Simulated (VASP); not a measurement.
F:

```
CELL_PARAMETERS angstrom
2.93754 -1.69342 -0.12759
2.93754 1.69342 -0.12759
-1.98064 0.00000 7.11133
ATOMIC_POSITIONS crystal
F 0.07798 0.07798 0.09491
F 0.92202 0.92202 0.90509
F 0.49951 0.49951 0.59579
F 0.50049 0.50049 0.40421
```

Base run:

- Program: VASP 6.6.1
- Functional: LDA
- Potentials or basis: VASP PAW LDA potentials, release 64 (F)
- Cutoff: 520 eV
- k mesh: 8 × 8 × 4
- Occupations: gaussian, width 0.02 eV
- Spin: no spin polarisation

Its results: band gap on the k mesh 2.54 eV (least direct gap 2.60 eV); pressure -2.8 GPa; largest force 0.419 eV/Å.

Q: The run is repeated on the same cell with these changes: functional from LDA to r2SCAN; potentials or basis from VASP PAW LDA potentials, release 64 (F) to VASP PAW PBE potentials, release 64 (F). What comes out?

A: Band gap on the k mesh 3.65 eV (least direct gap 3.71 eV); pressure -1.3 GPa; largest force 0.112 eV/Å.

Caveats: the PAW data sets were made with another functional, which shifts forces and pressure a little (at least some runs).

A k mesh can miss the band edges.
